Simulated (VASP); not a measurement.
SrO:

```
Sr O
1.0
     0.00000    2.54908    2.54908
     2.54908    0.00000    2.54908
     2.54908    2.54908    0.00000
Sr O
1 1
Direct
  0.50000 0.50000 0.50000
  0.00000 0.00000 0.00000
```

Program: VASP 6.6.1. Alike in all runs: task single point; no spin polarisation; cell as given; k mesh 9 × 9 × 9; cutoff (eV) 520; smearing fermi-dirac 0.05 eV.

**Question.** Order these runs on this cell by their band gap on the k mesh, lowest first.
A. level r2SCAN; potentials or basis VASP PAW PBE potentials, release 64 (Sr_sv, O)
B. level revPBE+D3(BJ); potentials or basis VASP PAW PBE potentials, release 64 (Sr_sv, O)
C. level LDA; potentials or basis VASP PAW LDA potentials, release 64 (Sr_sv, O)

**Answer.** C (3.14 eV), B (3.39 eV), A (3.79 eV).

A k mesh can miss the band edges.
